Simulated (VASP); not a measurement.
Crystal: Li3HSe.

```
Li H Se
1.0
     3.94439    0.00000    0.00000
     0.00000    3.94439    0.00000
     0.00000    0.00000    3.94439
Li H Se
3 1 1
Cartesian
  0.0000 1.9722 1.9722
  1.9722 0.0000 1.9722
  1.9722 1.9722 0.0000
  1.9722 1.9722 1.9722
  0.0000 0.0000 0.0000
```

```yaml
Program: VASP 6.6.1
Task: relaxation of cell and atoms
Functional: LDA
Potentials_or_basis: VASP PAW LDA potentials, release 64 (Li_sv, H, Se)
Cutoff: 600 eV
k_mesh: 6 × 6 × 6
Occupations: gaussian, width 0.02 eV
Spin: no spin polarisation
```

At the start: pressure -3.2 GPa; volume 12.27 Å³/atom.

**Question.** Where does the relaxation end?

**Answer.** Over 4 steps the energy falls by 10.5 meV/atom and the volume is 11.29 Å³/atom (-8.0 %); space group Pm-3m (No. 221, to 0.05 Å).

Step by step:
```csv
step,energy change (eV),largest force (eV/Å),pressure (GPa),volume (Å³)
1,0.0000,0.0000,-3.23,61.37
2,-0.0354,0.0000,-1.96,59.20
3,-0.0524,0.0000,-0.23,56.77
4,-0.0526,0.0000,0.03,56.47
```

Final structure:
```cif
data_structure
_symmetry_space_group_name_H-M 'P 1'
_symmetry_Int_Tables_number 1
_cell_length_a 3.8366
_cell_length_b 3.8366
_cell_length_c 3.8366
_cell_angle_alpha 90.000
_cell_angle_beta 90.000
_cell_angle_gamma 90.000
_cell_volume 56.47
loop_
_atom_site_label
_atom_site_type_symbol
_atom_site_fract_x
_atom_site_fract_y
_atom_site_fract_z
_atom_site_occupancy
Li1 Li 0.00000 0.50000 0.50000 1
Li2 Li 0.50000 0.00000 0.50000 1
Li3 Li 0.50000 0.50000 0.00000 1
H1 H 0.50000 0.50000 0.50000 1
Se1 Se 0.00000 0.00000 0.00000 1
```

Caveat: the cutoff is under 1.25 times the usual one of these potentials, so pressure, stress and relaxed cells hold a basis-set (Pulay) error.
